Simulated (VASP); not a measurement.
# HfC (Fm-3m) in VASP: settings compared, part 2 of 2

VASP 6.6.1. The steps go on from the part before.

**3. Single point, BLYP**

Input file INCAR:

```
  PREC = Accurate
  ENCUT = 600
  EDIFF = 1E-6
  ISMEAR = -1
  SIGMA = 0.1
  LREAL = F
  LASPH = T
  NELM = 120
  ALGO = Normal
  ISIF = 2
  LWAVE = F
  LCHARG = F
  GGA = B5
  ALDAX = 1.0
  AGGAX = 1.0
  AGGAC = 1.0
  ALDAC = 0.0
  NBANDS = 14
  GGA_COMPAT = F
```

Input file KPOINTS:

```
regular mesh
0
Gamma
  11 11 11
```

Input file POSCAR:

```
HfC
1.0
    0.0000000000      2.3250000000      2.3250000000
    2.3250000000      0.0000000000      2.3250000000
    2.3250000000      2.3250000000      0.0000000000
Hf C
1 1
Direct
    0.5000000000      0.5000000000      0.5000000000
    0.0000000000      0.0000000000      0.0000000000
```

Potentials or basis: VASP PAW PBE potentials, release 64 (Hf_pv, C).

Run with:

```sh
$ cat potpaw_PBE.64/Hf_pv/POTCAR potpaw_PBE.64/C/POTCAR > POTCAR
$ mpirun -np 1 vasp_std > vasp.out
```

OUTCAR:

```text
PREC = Accurate
   ENCUT = 600
   EDIFF = 1E-6
   ISMEAR = -1
   LREAL = F
   LASPH = T
   NELM = 120
   ISIF = 2
   GGA = B5

 ion  position               nearest neighbor table
   1  0.500  0.500  0.500-   2 2.33   2 2.33   2 2.33   2 2.33   2 2.33   2 2.33
   2  0.000  0.000  0.000-   1 2.33   1 2.33   1 2.33   1 2.33   1 2.33   1 2.33

  LATTYP: Found a face centered cubic cell.
 ALAT       =     4.6500000000

  Lattice vectors:

 A1 = (   0.0000000000,   2.3250000000,   2.3250000000)
 A2 = (   2.3250000000,   0.0000000000,   2.3250000000)
 A3 = (   2.3250000000,   2.3250000000,   0.0000000000)

Analysis of symmetry for initial positions (statically):
=====================================================================
 Subroutine PRICEL returns:
 Original cell was already a primitive cell.

 Routine SETGRP: Setting up the symmetry group for a
 face centered cubic supercell.

 Subroutine GETGRP returns: Found 48 space group operations
 (whereof 48 operations were pure point group operations)
 out of a pool of 48 trial point group operations.

The static configuration has the point symmetry O_h .

Analysis of symmetry for dynamics (positions and initial velocities):
=====================================================================
 Subroutine PRICEL returns:
 Original cell was already a primitive cell.

 Routine SETGRP: Setting up the symmetry group for a
 face centered cubic supercell.

 Subroutine GETGRP returns: Found 48 space group operations
 (whereof 48 operations were pure point group operations)
 out of a pool of 48 trial point group operations.

The dynamic configuration has the point symmetry O_h .

 Subroutine INISYM returns: Found 48 space group operations
 (whereof 48 operations are pure point group operations),
 and found     1 'primitive' translations

----------------------------------------------------------------------------------------

                                     Primitive cell

  volume of cell :      25.1362

  direct lattice vectors                    reciprocal lattice vectors
     0.000000000  2.325000000  2.325000000    -0.215053763  0.215053763  0.215053763
     2.325000000  0.000000000  2.325000000     0.215053763 -0.215053763  0.215053763
     2.325000000  2.325000000  0.000000000     0.215053763  0.215053763 -0.215053763

  length of vectors
     3.288046533  3.288046533  3.288046533     0.372484045  0.372484045  0.372484045

  position of ions in fractional coordinates (direct lattice)
     0.500000000  0.500000000  0.500000000
     0.000000000  0.000000000  0.000000000

  ion indices of the primitive-cell ions
   primitive index   ion index
                 1           1
                 2           2

----------------------------------------------------------------------------------------

 KPOINTS: regular mesh

Automatic generation of k-mesh.
 Grid dimensions read from file:
 generate k-points for:   11   11   11

 Generating k-lattice:

  Cartesian coordinates                     Fractional coordinates (reciprocal lattice)
    -0.019550342  0.019550342  0.019550342     0.090909091  0.000000000  0.000000000
     0.019550342 -0.019550342  0.019550342     0.000000000  0.090909091  0.000000000
     0.019550342  0.019550342 -0.019550342     0.000000000  0.000000000  0.090909091

  Length of vectors
     0.033862186  0.033862186  0.033862186

  Shift w.r.t. Gamma in fractional coordinates (k-lattice)
     0.000000000  0.000000000  0.000000000

 Subroutine IBZKPT returns following result:
 ===========================================

 Found     56 irreducible k-points:

 Following reciprocal coordinates:
            Coordinates               Weight
  0.000000  0.000000  0.000000      1.000000
  0.090909  0.000000  0.000000      8.000000
  0.181818  0.000000  0.000000      8.000000
  0.272727  0.000000  0.000000      8.000000
  0.363636  0.000000  0.000000      8.000000
  0.454545  0.000000  0.000000      8.000000
[... 16 lines left out ...]
 -0.272727  0.181818  0.000000     24.000000
 -0.181818  0.181818  0.000000     12.000000
 [... further k-points ...]
   k-points           NKPTS =     56   k-points in BZ     NKDIM =     56   number of bands    NBANDS=     14
   number of dos      NEDOS =    301   number of ions     NIONS =      2
   total plane-waves  NPLWV =  21952
   dimension x,y,z NGX =    28 NGY =   28 NGZ =   28
   dimension x,y,z NGXF=    56 NGYF=   56 NGZF=   56
   ions per type =               1   1
   NGX,Y,Z   is equivalent  to a cutoff of  14.16, 14.16, 14.16 a.u.
   NGXF,Y,Z  is equivalent  to a cutoff of  28.31, 28.31, 28.31 a.u.
 SYSTEM =  unknown system
   PREC   = accura    normal or accurate (medium, high low for compatibility)
   ISTART =      0    job   : 0-new  1-cont  2-samecut
   ICHARG =      2    charge: 1-file 2-atom 10-const
   ISPIN  =      1    spin polarized calculation?
   LNONCOLLINEAR =      F non collinear calculations
   LSORBIT =      F    spin-orbit coupling
   LASPH  =      T    aspherical Exc in radial PAW
   ENCUT  =  600.0 eV  44.10 Ry    6.64 a.u.   6.57  6.57  6.57*2*pi/ulx,y,z
   NELM   =    120;   NELMIN=  2; NELMDL= -5     # of ELM steps
   EDIFF  = 0.1E-05   stopping-criterion for ELM
   LREAL  =      F    real-space projection
   EDIFFG = 0.1E-04   stopping-criterion for IOM
   NSW    =      0    number of steps for IOM
   IBRION =     -1    ionic relax: 0-MD 1-quasi-New 2-CG
   NFREE  =      0    steps in history (QN), initial steepest desc. (CG)
   ISIF   =      2    stress and relaxation
   ISYM   =      2    0-nonsym 1-usesym 2-fastsym
   POTIM  = 0.5000    time-step for ionic-motion
   TEBEG  =    0.0;   TEEND  =   0.0 temperature during run
   PSTRESS=    0.0 pullay stress
   NELECT =      14.0000    total number of electrons
   NUPDOWN=      -1.0000    fix difference up-down
   EMIN   =  10.00;   EMAX   =-10.00  energy-range for DOS
   EFERMI =   0.00;   METHOD = LEGACY
   ISMEAR =    -1;   SIGMA  =   0.10  broadening in eV -4-tet -1-fermi 0-gaus
   EFERMI_NEDOS =   21; number of points for ismear=-14 and -15
   IALGO  =     38    algorithm
   IMIX   =      4    mixing-type and parameters
     AMIX     =   0.40;   BMIX     =  1.00
     AMIX_MAG =   1.60;   BMIX_MAG =  1.00
  volume/ion in A,a.u.               =      12.57        84.81
  Fermi-wavevector in a.u.,A,eV,Ry     =   1.346949  2.545365 24.684672  1.814272
  Thomas-Fermi vector in A             =   2.474740
   LORBIT       =      0    0 simple, 1 ext, 2 COOP (PROOUT), +10 PAW based schemes
   GGA     = B5    functional components
   LHFCALC =     F    Hartree Fock is set to
   AEXX    =    0.0000 exact exchange contribution
   IVDW    =     0    specifies the selected vdW correction
   LEPSILON=     F    determine dielectric tensor
   LRPA    =     F    only Hartree local field effects (RPA)
 non-spin polarized calculation
  energy-cutoff  :      600.00
  volume of cell :       25.14
 maximum number of plane-waves:       869
   NGX = 13   NGY = 13   NGZ = 13

 number of electron      14.0000000 magnetization

 Free energy of the ion-electron system (eV)
  ---------------------------------------------------
  ext. energy  EPLUGINS =         0.00000000
  ---------------------------------------------------
  free energy    TOTEN  =       -19.12644979 eV

  energy without entropy =      -19.11691440  energy(sigma->0) =      -19.12168209

 E-fermi :   6.4822     XC(G=0): -11.6115

 val. band max:        6.3578405685   @ k =   0.4545   0.4545   0.0000
 cond. band min:       6.5647437654   @ k =   0.0909   0.0000   0.0000
 fundamental gap:      0.2069031969
 Fermi energy:         6.4822215302

 k-point     1 :       0.0000    0.0000    0.0000
  band No.  band energies     occupation
      1     -23.1251      2.00000
      2     -23.1251      2.00000
      3     -23.1251      2.00000
      4      -5.7201      2.00000
      5       7.4253      0.00016
      6       7.4253      0.00016
      7       7.4253      0.00016
      8       7.8395      0.00000
      9       7.8395      0.00000
     10       7.8395      0.00000
     11       9.7893      0.00000
     12       9.7893      0.00000
     13      13.4874      0.00000
     14      17.9780      0.00000
[... 375 lines left out ...]
 k-point    24 :      -0.1818    0.1818    0.0000
  band No.  band energies     occupation
      1     -23.4977      2.00000
      2     -23.2723      2.00000
      3     -23.1539      2.00000
      4      -3.8997      2.00000
      5       2.8895      2.00000
      6       4.2011      2.00000
      7       4.6572      2.00000
      8       9.1192      0.00000
      9      10.2265      0.00000
     10      11.1427      0.00000
     11      12.0950      0.00000
     12      15.9637      0.00000
     13      16.2327      0.00000
     14      19.4164      0.00000

 [... further k-points ...]
[... 5 lines left out ...]
  --------------------------------------------------------------------------------------
  -------------------------------------------------------------------------------------
  Total        1.1818656      1.1818656      1.1818656      0.0000000      0.0000000      0.0000000
  in kB       75.3320551     75.3320551     75.3320551      0.0000000      0.0000000      0.0000000
  external PRESSURE =      75.3320551 kB  Pullay stress =       0.0000000 kB

 VOLUME and BASIS-vectors are now :
 -----------------------------------------------------------------------------
  energy-cutoff  :      600.00
  volume of cell :       25.14
      direct lattice vectors                 reciprocal lattice vectors
     0.000000000  2.325000000  2.325000000    -0.215053763  0.215053763  0.215053763
     2.325000000  0.000000000  2.325000000     0.215053763 -0.215053763  0.215053763
     2.325000000  2.325000000  0.000000000     0.215053763  0.215053763 -0.215053763

 POSITION                                       TOTAL-FORCE (eV/Angst)
 -----------------------------------------------------------------------------------
      2.32500      2.32500      2.32500         0.000000     -0.000000      0.000000
      0.00000      0.00000      0.00000        -0.000000      0.000000     -0.000000
 -----------------------------------------------------------------------------------
    total drift:                                0.000000      0.000000      0.000000

  FREE ENERGIE OF THE ION-ELECTRON SYSTEM (eV)
  ---------------------------------------------------
  free  energy   TOTEN  =       -19.1264497874 eV

  energy  without entropy=      -19.1169143998  energy(sigma->0) =      -19.12168209
```

stdout:

```text
POSCAR found type information on POSCAR HfC
 POSCAR found :  2 types and       2 ions
 scaLAPACK will be used
 -----------------------------------------------------------------------------
|                                                                             |
|                                                                             |
|     You enforced a specific xc type in the INCAR file but a different       |
|     I HOPE YOU KNOW WHAT YOU ARE DOING!                                     |
|                                                                             |
 -----------------------------------------------------------------------------

 LDA part: xc-table for (Slater(with rela. corr.)+VWN5), standard interpolation
 POSCAR, INCAR and KPOINTS ok, starting setup
 FFT: planning ... GRIDC
 FFT: planning ... GRID_SOFT
 FFT: planning ... GRID
 WAVECAR not read
 entering main loop
```

Wall time 34 s (1 thread of AMD EPYC 7R43 (Zen 3), shared host); peak memory 0.14 GiB.

What came out:

| Quantity | Value |
| --- | --- |
| Free energy | -19.1264 eV |
| Pressure | 7.5 GPa |
| Band gap on the k mesh | zero (bands 7 and 8 overlap by 1.38 eV) |

Levels at points of the mesh, in eV from the Fermi level:
| k point | band 4 | band 5 | band 6 | band 7 | band 8 | band 9 | band 10 | band 11 |
| --- | --- | --- | --- | --- | --- | --- | --- | --- |
| (0.00, 0.00, 0.00) | -12.20 | 0.94 | 0.94 | 0.94 | 1.36 | 1.36 | 1.36 | 3.31 |

Caveat: the cell stands under pressure; the PAW data sets were made with another functional, which shifts forces and pressure a little; spin-orbit coupling is left out, which moves the levels of the heavy elements.

**4. Single point, revPBE**

Input file INCAR:

```
PREC = Accurate
ENCUT = 600
EDIFF = 1E-6
ISMEAR = -1
SIGMA = 0.1
LREAL = False
LASPH = True
NELM = 120
ALGO = Normal
ISIF = 2
LWAVE = False
LCHARG = True
GGA = RE
LELF = True
LVHAR = True
NBANDS = 14
GGA_COMPAT = False
```

Input file KPOINTS:

```
Automatic mesh
0
Gamma
  11 11 11
```

POSCAR is that of step 3.

Run with:

```sh
$ cat potpaw_PBE.64/Hf_pv/POTCAR potpaw_PBE.64/C/POTCAR > POTCAR
$ mpirun -np 1 vasp_std > vasp.out
```

It took 25 s on 1 thread of AMD EPYC 7R43 (Zen 3), shared host; peak memory 0.14 GiB.

It converged, with:

* Free energy: -20.2993 eV
* Pressure: 2.4 GPa
* Band gap on the k mesh: zero (bands 7 and 8 overlap by 1.42 eV)

Levels at points of the mesh, in eV from the Fermi level:
```
           k point  band 3  band 4  band 5  band 6  band 7  band 8  band 9  band 10  band 11  band 12
(0.00, 0.00, 0.00)  -29.61  -12.35    0.99    0.99    0.99    1.41    1.41     1.41     3.39     3.39
```

Caveat: the PAW data sets were made with another functional, which shifts forces and pressure a little; spin-orbit coupling is left out, which moves the levels of the heavy elements.

**5. Single point, LDA**

Input file INCAR:

```
ALGO = Normal
EDIFF = 1E-6
ENCUT = 600
GGA = CA
GGA_COMPAT = F
ISIF = 2
ISMEAR = -1
LASPH = T
LCHARG = F
LREAL = F
LWAVE = F
NBANDS = 14
NELM = 120
PREC = Accurate
SIGMA = 0.1
```

Input file KPOINTS:

```
k-points
0
Gamma
  11 11 11
```

POSCAR is that of step 4.

Potentials or basis: VASP PAW LDA potentials, release 64 (Hf_pv, C).

Run with:

```sh
$ cat potpaw_LDA.64/Hf_pv/POTCAR potpaw_LDA.64/C/POTCAR > POTCAR
$ mpirun -np 1 vasp_std > vasp.out
```

Wall time 22 s (1 thread of AMD EPYC 7R43 (Zen 3), shared host); peak memory 0.12 GiB.

It converged, with:

| Property | Result |
| --- | --- |
| Free energy | -22.8561 eV |
| Pressure | -11.7 GPa |
| Band gap on the k mesh | zero (bands 7 and 8 overlap by 1.43 eV) |

Levels at points of the mesh, in eV from the Fermi level:
```
           k point  band 4  band 5  band 6  band 7  band 8  band 9  band 10  band 11
(0.00, 0.00, 0.00)  -12.15    1.02    1.02    1.02    1.29    1.29     1.29     3.31
```

Caveat: the cell stands under tension; spin-orbit coupling is left out, which moves the levels of the heavy elements.

**6. The runs side by side**

```csv
level,potentials or basis,gap on the mesh (eV),pressure (GPa)
PBEsol,"VASP PAW PBE potentials, release 64 (Hf_pv, C)",none,-7.0
BLYP,"VASP PAW PBE potentials, release 64 (Hf_pv, C)",none,7.5
revPBE,"VASP PAW PBE potentials, release 64 (Hf_pv, C)",none,2.4
LDA,"VASP PAW LDA potentials, release 64 (Hf_pv, C)",none,-11.7
```

Alike in all rows: task single point; no spin polarisation; cell as given; k mesh 11 × 11 × 11; cutoff (eV) 600; smearing fermi-dirac 0.1 eV.

Caveats: spin-orbit coupling is left out, which moves the levels of the heavy elements; the PAW data sets were made with another functional, which shifts forces and pressure a little (at least some runs); the cell stands under tension (at least some runs); the cell stands under pressure (at least some runs).

Absolute energies hang on the potentials; compare differences alone.
